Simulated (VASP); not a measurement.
# Rh (Fm-3m) in VASP: further runs

Aim: see how the results for Rh move with the level of theory and the settings. Levels: PBEsol, PBE, r2SCAN, LDA. Tasks: electric field gradients.

Everything below comes from runs of VASP 6.6.1. Logs are shortened: lines on timing, memory, paths and dates and some standing lists are left out, and cuts for length are marked.

## (1) The cell of the first run

Symmetry: Fm-3m, No. 225, cubic system. Conventional cell: a = 3.806 Å, b = 3.806 Å, c = 3.806 Å, α = 90.00°, β = 90.00°, γ = 90.00°. Rh (site symmetry m-3m) has 12 Rh at 2.69 Å within 3.5 Å.

## (2) Electric field gradients, PBEsol

Input file INCAR:

```
  PREC = Accurate
  ENCUT = 400
  EDIFF = 1E-8
  ISMEAR = -1
  SIGMA = 0.05
  LREAL = False
  LASPH = True
  NELM = 120
  ALGO = Normal
  ISIF = 2
  LWAVE = False
  LCHARG = False
  GGA = PS
  LEFG = True
  NBANDS = 14
  GGA_COMPAT = False
```

Input file KPOINTS:

```
Automatic mesh
0
Gamma
  18 18 18
```

Input file POSCAR:

```
Rh
1.0
    0.0000000000      1.9029860865      1.9029860865
    1.9029860865      0.0000000000      1.9029860865
    1.9029860865      1.9029860865      0.0000000000
Rh
1
Direct
    0.0000000000      0.0000000000      0.0000000000
```

Potentials or basis: VASP PAW PBE potentials, release 64 (Rh_pv).

Started as:

```sh
$ cat potpaw_PBE.64/Rh_pv/POTCAR > POTCAR
$ mpirun -np 1 vasp_std > vasp.out
```

OUTCAR:

```text
PREC = Accurate
   ENCUT = 400
   EDIFF = 1E-8
   ISMEAR = -1
   LREAL = False
   LASPH = True
   NELM = 120
   ISIF = 2
   GGA = PS

 ion  position               nearest neighbor table
   1  0.000  0.000  0.000-

  LATTYP: Found a face centered cubic cell.
 ALAT       =     3.8059721730

  Lattice vectors:

 A1 = (   0.0000000000,   1.9029860865,   1.9029860865)
 A2 = (   1.9029860865,   0.0000000000,   1.9029860865)
 A3 = (   1.9029860865,   1.9029860865,   0.0000000000)

Analysis of symmetry for initial positions (statically):
=====================================================================
 Subroutine PRICEL returns:
 Original cell was already a primitive cell.

 Routine SETGRP: Setting up the symmetry group for a
 face centered cubic supercell.

 Subroutine GETGRP returns: Found 48 space group operations
 (whereof 48 operations were pure point group operations)
 out of a pool of 48 trial point group operations.

The static configuration has the point symmetry O_h .

Analysis of symmetry for dynamics (positions and initial velocities):
=====================================================================
 Subroutine PRICEL returns:
 Original cell was already a primitive cell.

 Routine SETGRP: Setting up the symmetry group for a
 face centered cubic supercell.

 Subroutine GETGRP returns: Found 48 space group operations
 (whereof 48 operations were pure point group operations)
 out of a pool of 48 trial point group operations.

The dynamic configuration has the point symmetry O_h .

 Subroutine INISYM returns: Found 48 space group operations
 (whereof 48 operations are pure point group operations),
 and found     1 'primitive' translations

----------------------------------------------------------------------------------------

                                     Primitive cell

  volume of cell :      13.7828

  direct lattice vectors                    reciprocal lattice vectors
     0.000000000  1.902986086  1.902986086    -0.262744958  0.262744958  0.262744958
     1.902986086  0.000000000  1.902986086     0.262744958 -0.262744958  0.262744958
     1.902986086  1.902986086  0.000000000     0.262744958  0.262744958 -0.262744958

  length of vectors
     2.691228733  2.691228733  2.691228733     0.455087617  0.455087617  0.455087617

  position of ions in fractional coordinates (direct lattice)
     0.000000000  0.000000000  0.000000000

  ion indices of the primitive-cell ions
   primitive index   ion index
                 1           1

----------------------------------------------------------------------------------------

 KPOINTS: Automatic mesh

Automatic generation of k-mesh.
 Grid dimensions read from file:
 generate k-points for:   18   18   18

 Generating k-lattice:

  Cartesian coordinates                     Fractional coordinates (reciprocal lattice)
    -0.014596942  0.014596942  0.014596942     0.055555556  0.000000000  0.000000000
     0.014596942 -0.014596942  0.014596942     0.000000000  0.055555556  0.000000000
     0.014596942  0.014596942 -0.014596942     0.000000000  0.000000000  0.055555556

  Length of vectors
     0.025282645  0.025282645  0.025282645

  Shift w.r.t. Gamma in fractional coordinates (k-lattice)
     0.000000000  0.000000000  0.000000000

 Subroutine IBZKPT returns following result:
 ===========================================

 Found    195 irreducible k-points:

 Following reciprocal coordinates:
            Coordinates               Weight
  0.000000  0.000000  0.000000      1.000000
  0.055556  0.000000  0.000000      8.000000
  0.111111  0.000000  0.000000      8.000000
  0.166667  0.000000  0.000000      8.000000
  0.222222  0.000000  0.000000      8.000000
  0.277778  0.000000  0.000000      8.000000
[... 16 lines left out ...]
 -0.277778  0.055556  0.000000     24.000000
 -0.222222  0.055556  0.000000     24.000000
 [... further k-points ...]
   k-points           NKPTS =    195   k-points in BZ     NKDIM =    195   number of bands    NBANDS=     14
   number of dos      NEDOS =    301   number of ions     NIONS =      1
   total plane-waves  NPLWV =   5832
   dimension x,y,z NGX =    18 NGY =   18 NGZ =   18
   dimension x,y,z NGXF=    36 NGYF=   36 NGZF=   36
   ions per type =               1
   NGX,Y,Z   is equivalent  to a cutoff of  11.12, 11.12, 11.12 a.u.
   NGXF,Y,Z  is equivalent  to a cutoff of  22.24, 22.24, 22.24 a.u.
 SYSTEM =  unknown system
   PREC   = accura    normal or accurate (medium, high low for compatibility)
   ISTART =      0    job   : 0-new  1-cont  2-samecut
   ICHARG =      2    charge: 1-file 2-atom 10-const
   ISPIN  =      1    spin polarized calculation?
   LNONCOLLINEAR =      F non collinear calculations
   LSORBIT =      F    spin-orbit coupling
   LASPH  =      T    aspherical Exc in radial PAW
   ENCUT  =  400.0 eV  29.40 Ry    5.42 a.u.   4.39  4.39  4.39*2*pi/ulx,y,z
   NELM   =    120;   NELMIN=  2; NELMDL= -5     # of ELM steps
   EDIFF  = 0.1E-07   stopping-criterion for ELM
   LREAL  =      F    real-space projection
   EDIFFG = 0.1E-06   stopping-criterion for IOM
   NSW    =      0    number of steps for IOM
   IBRION =     -1    ionic relax: 0-MD 1-quasi-New 2-CG
   NFREE  =      0    steps in history (QN), initial steepest desc. (CG)
   ISIF   =      2    stress and relaxation
   ISYM   =      2    0-nonsym 1-usesym 2-fastsym
   POTIM  = 0.5000    time-step for ionic-motion
   TEBEG  =    0.0;   TEEND  =   0.0 temperature during run
   PSTRESS=    0.0 pullay stress
   NELECT =      15.0000    total number of electrons
   NUPDOWN=      -1.0000    fix difference up-down
   EMIN   =  10.00;   EMAX   =-10.00  energy-range for DOS
   EFERMI =   0.00;   METHOD = LEGACY
   ISMEAR =    -1;   SIGMA  =   0.05  broadening in eV -4-tet -1-fermi 0-gaus
   EFERMI_NEDOS =   21; number of points for ismear=-14 and -15
   IALGO  =     38    algorithm
   IMIX   =      4    mixing-type and parameters
     AMIX     =   0.40;   BMIX     =  1.00
     AMIX_MAG =   1.60;   BMIX_MAG =  1.00
  volume/ion in A,a.u.               =      13.78        93.01
  Fermi-wavevector in a.u.,A,eV,Ry     =   1.683939  3.182183 38.581359  2.835650
  Thomas-Fermi vector in A             =   2.767050
   LORBIT       =      0    0 simple, 1 ext, 2 COOP (PROOUT), +10 PAW based schemes
   GGA     = PS    functional components
   LHFCALC =     F    Hartree Fock is set to
   AEXX    =    0.0000 exact exchange contribution
   IVDW    =     0    specifies the selected vdW correction
   LEPSILON=     F    determine dielectric tensor
   LRPA    =     F    only Hartree local field effects (RPA)
 non-spin polarized calculation
  energy-cutoff  :      400.00
  volume of cell :       13.78
 maximum number of plane-waves:       265
 NGX is ok and might be reduce to    18
   NGX =  9   NGY =  9   NGZ =  9

 number of electron      15.0000004 magnetization

 Free energy of the ion-electron system (eV)
  ---------------------------------------------------
  ext. energy  EPLUGINS =         0.00000000
  ---------------------------------------------------
  free energy    TOTEN  =        -8.13776983 eV

  energy without entropy =       -8.12678186  energy(sigma->0) =       -8.13227584

 E-fermi :  11.7143     XC(G=0): -14.2032

 val. band max:       11.7109613097   @ k =   0.5000   0.2222   0.1111
 cond. band min:      11.7202411794   @ k =   0.5000   0.3889   0.0556
 fundamental gap:      0.0092798697
 Fermi energy:        11.7143217196

 k-point     1 :       0.0000    0.0000    0.0000
  band No.  band energies     occupation
      1     -34.6249      2.00000
      2     -34.6249      2.00000
      3     -34.6249      2.00000
      4       3.6720      2.00000
      5       8.6232      2.00000
      6       8.6232      2.00000
      7       8.6232      2.00000
      8      10.7274      2.00000
      9      10.7274      2.00000
     10      27.6469      0.00000
     11      32.0907      0.00000
     12      33.0823      0.00000
     13      33.0823      0.00000
     14      33.0823      0.00000
[... 375 lines left out ...]
 k-point    24 :      -0.2222    0.0556    0.0000
  band No.  band energies     occupation
      1     -34.9770      2.00000
      2     -34.6968      2.00000
      3     -34.6654      2.00000
      4       5.5141      2.00000
      5       8.2683      2.00000
      6       9.0170      2.00000
      7       9.0707      2.00000
      8      10.5301      2.00000
      9      11.2110      1.99992
     10      27.0948      0.00000
     11      29.3504      0.00000
     12      32.0926      0.00000
     13      34.5187      0.00000
     14      36.3616      0.00000

 [... further k-points ...]

------------------------ aborting loop because EDIFF is reached ----------------------------------------

  FORCE on cell =-STRESS in cart. coord.  units (eV):
  Direction    XX          YY          ZZ          XY          YZ          ZX
  --------------------------------------------------------------------------------------
  -------------------------------------------------------------------------------------
  Total       -0.5995845     -0.5995845     -0.5995845      0.0000000      0.0000000      0.0000000
  in kB      -69.6986173    -69.6986173    -69.6986173      0.0000000      0.0000000      0.0000000
  external PRESSURE =     -69.6986173 kB  Pullay stress =       0.0000000 kB

 VOLUME and BASIS-vectors are now :
 -----------------------------------------------------------------------------
  energy-cutoff  :      400.00
  volume of cell :       13.78
      direct lattice vectors                 reciprocal lattice vectors
     0.000000000  1.902986086  1.902986086    -0.262744958  0.262744958  0.262744958
     1.902986086  0.000000000  1.902986086     0.262744958 -0.262744958  0.262744958
     1.902986086  1.902986086  0.000000000     0.262744958  0.262744958 -0.262744958

 POSITION                                       TOTAL-FORCE (eV/Angst)
 -----------------------------------------------------------------------------------
      0.00000      0.00000      0.00000        -0.000000      0.000000     -0.000000
 -----------------------------------------------------------------------------------
    total drift:                                0.000000     -0.000000      0.000000

  FREE ENERGIE OF THE ION-ELECTRON SYSTEM (eV)
  ---------------------------------------------------
  free  energy   TOTEN  =        -8.1377698300 eV

  energy  without entropy=       -8.1267818574  energy(sigma->0) =       -8.13227584

 Electric field gradients (V/A^2)
---------------------------------------------------------------------
 ion       V_xx      V_yy      V_zz      V_xy      V_xz      V_yz
---------------------------------------------------------------------
   1      -0.000    -0.000    -0.000     0.001     0.001     0.001
---------------------------------------------------------------------

 Electric field gradients after diagonalization (V/A^2)
 (convention: |V_zz| > |V_xx| > |V_yy|)
----------------------------------------------------------------------
 ion       V_xx      V_yy      V_zz     asymmetry (V_yy - V_xx)/ V_zz
----------------------------------------------------------------------
   1      -0.001    -0.001     0.002       0.000
----------------------------------------------------------------------

           NMR quadrupolar parameters

 Cq : quadrupolar parameter    Cq=e*Q*V_zz/h
 eta: asymmetry parameters     (V_yy - V_xx)/ V_zz
 Q  : nuclear electric quadrupole moment in mb (millibarn)
----------------------------------------------------------------------
 ion       Cq(MHz)       eta       Q (mb)
----------------------------------------------------------------------
   1       0.000       0.000       1.000
----------------------------------------------------------------------
```

It took 15 s on 1 thread of Intel Xeon Platinum 8559C (Emerald Rapids), shared host; peak memory 0.14 GiB.

What came out:

* Free energy: -8.1378 eV
* Pressure: -7.0 GPa
* Band gap on the k mesh: zero (an odd number of electrons rules out a gap without spin polarisation)
* Largest electric field gradient by atom: zero within the noise of the run

Caveat: the cell stands under tension; the PAW data sets were made with another functional, which shifts forces and pressure a little.

## (3) Electric field gradients, PBE

Input file INCAR:

```
PREC     = Accurate       # precision mode
ENCUT    = 400            # plane-wave cutoff, eV
EDIFF    = 1E-8           # SCF threshold, eV
ISMEAR   = -1             # smearing method
SIGMA    = 0.05           # smearing width, eV
LREAL    = F              # projectors in reciprocal space
LASPH    = T              # aspherical terms in the spheres
NELM     = 120            # most SCF steps
ALGO     = Normal         # electronic algorithm
ISIF     = 2              # what is computed and relaxed
LWAVE    = F              # write WAVECAR
LCHARG   = F              # write CHGCAR
GGA      = PE             # functional
LEFG     = T            
NBANDS   = 14             # bands
GGA_COMPAT= F
```

KPOINTS is that of step 2.

POSCAR is that of step 2.

Potentials or basis: VASP PAW PBE potentials, release 64 (Rh_pv).

Started as:

```sh
$ cat potpaw_PBE.64/Rh_pv/POTCAR > POTCAR
$ mpirun -np 1 vasp_std > vasp.out
```

OUTCAR:

```text
PREC = Accurate
   ENCUT = 400
   EDIFF = 1E-8
   ISMEAR = -1
   LREAL = F
   LASPH = T
   NELM = 120
   ISIF = 2
   GGA = PE

 ion  position               nearest neighbor table
   1  0.000  0.000  0.000-

  LATTYP: Found a face centered cubic cell.
 ALAT       =     3.8059721730

  Lattice vectors:

 A1 = (   0.0000000000,   1.9029860865,   1.9029860865)
 A2 = (   1.9029860865,   0.0000000000,   1.9029860865)
 A3 = (   1.9029860865,   1.9029860865,   0.0000000000)

Analysis of symmetry for initial positions (statically):
=====================================================================
 Subroutine PRICEL returns:
 Original cell was already a primitive cell.

 Routine SETGRP: Setting up the symmetry group for a
 face centered cubic supercell.

 Subroutine GETGRP returns: Found 48 space group operations
[... 588 lines left out ...]
  external PRESSURE =      38.7391895 kB  Pullay stress =       0.0000000 kB

 VOLUME and BASIS-vectors are now :
 -----------------------------------------------------------------------------
  energy-cutoff  :      400.00
  volume of cell :       13.78
      direct lattice vectors                 reciprocal lattice vectors
     0.000000000  1.902986086  1.902986086    -0.262744958  0.262744958  0.262744958
     1.902986086  0.000000000  1.902986086     0.262744958 -0.262744958  0.262744958
     1.902986086  1.902986086  0.000000000     0.262744958  0.262744958 -0.262744958

 POSITION                                       TOTAL-FORCE (eV/Angst)
 -----------------------------------------------------------------------------------
      0.00000      0.00000      0.00000         0.000000      0.000000      0.000000
 -----------------------------------------------------------------------------------
    total drift:                                0.000000     -0.000000      0.000000

  FREE ENERGIE OF THE ION-ELECTRON SYSTEM (eV)
  ---------------------------------------------------
  free  energy   TOTEN  =        -7.2577590381 eV

  energy  without entropy=       -7.2466303413  energy(sigma->0) =       -7.25219469

 Electric field gradients (V/A^2)
---------------------------------------------------------------------
 ion       V_xx      V_yy      V_zz      V_xy      V_xz      V_yz
---------------------------------------------------------------------
   1      -0.000    -0.000     0.000     0.001     0.001     0.001
---------------------------------------------------------------------

 Electric field gradients after diagonalization (V/A^2)
 (convention: |V_zz| > |V_xx| > |V_yy|)
----------------------------------------------------------------------
 ion       V_xx      V_yy      V_zz     asymmetry (V_yy - V_xx)/ V_zz
----------------------------------------------------------------------
   1      -0.001    -0.001     0.002       0.000
----------------------------------------------------------------------

           NMR quadrupolar parameters

 Cq : quadrupolar parameter    Cq=e*Q*V_zz/h
 eta: asymmetry parameters     (V_yy - V_xx)/ V_zz
 Q  : nuclear electric quadrupole moment in mb (millibarn)
----------------------------------------------------------------------
 ion       Cq(MHz)       eta       Q (mb)
----------------------------------------------------------------------
   1       0.000       0.000       1.000
----------------------------------------------------------------------
```

stdout:

```text
POSCAR found type information on POSCAR Rh
 POSCAR found :  1 types and       1 ions
 scaLAPACK will be used
 LDA part: xc-table for (Slater+PW92), standard interpolation
 POSCAR, INCAR and KPOINTS ok, starting setup
 FFT: planning ... GRIDC
 FFT: planning ... GRID_SOFT
 FFT: planning ... GRID
 WAVECAR not read
 entering main loop
ion   1
```

Wall time 16 s (1 thread of Intel Xeon Platinum 8559C (Emerald Rapids), shared host); peak memory 0.13 GiB.

Results:

```
Free energy                             : -7.2578 eV
Pressure                                : 3.9 GPa
Band gap on the k mesh                  : zero (an odd number of electrons rules out a gap without spin polarisation)
Largest electric field gradient by atom : zero within the noise of the run
```

Levels at points of the mesh, in eV from the Fermi level:
| k point | band 5 | band 6 | band 7 | band 8 | band 9 | band 10 |
| --- | --- | --- | --- | --- | --- | --- |
| (0.00, 0.00, 0.00) | -3.07 | -3.07 | -3.07 | -0.99 | -0.99 | 16.00 |
| (0.50, 0.00, 0.00) | -3.15 | -3.15 | 0.56 | 0.56 | 0.73 | 8.61 |
| (0.50, 0.50, 0.00) | -5.93 | 0.53 | 0.98 | 0.98 | 3.26 | 12.24 |

Caveat: the cell stands under pressure.

(Continued in part 2 of 2.)
